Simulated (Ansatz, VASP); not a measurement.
# AlGa2N2 in VASP and in Ansatz

```
Al Ga N
1.0
    -2.07082    2.07082    4.64818
     2.07082   -2.07082    4.64818
     2.07082    2.07082   -4.64818
Al Ga N
1 2 2
Direct
  0.50000 0.50000 0.00000
  0.75000 0.25000 0.50000
  0.25000 0.75000 0.50000
  0.30222 0.30222 0.00000
  0.69778 0.69778 0.00000
```

Change from the starting cell: species swapped into the KCu2Se2 type (Fmmm, No. 69).

Alike in both runs: functional PBE; k mesh 12 × 12 × 12; occupations gaussian, width 0.1 eV; no spin polarisation.

Ansatz relaxed the structure, and its values are those at the end. VASP's run is a single point on that final structure, the one shown.

|  | VASP | Ansatz |
| --- | --- | --- |
| version | VASP 6.6.1 | Ansatz 0.2.0 |
| potentials or method | VASP PAW PBE potentials, release 64 (Al, Ga_d, N), cutoff 520 eV | scalar-relativistic, plane waves, PAW |
| valence electrons in the cell | 39 | 39 |

```tsv
	VASP	Ansatz	Ansatz less VASP
gap on the k mesh at the Fermi level (eV)	none	none	-
pressure (GPa)	0.2	0.0	-0.24
rms of the force components (eV/Å)	0.008	0.001	-0.0062
```

A gap of «none» marks a metal or a gap that the smearing closes.
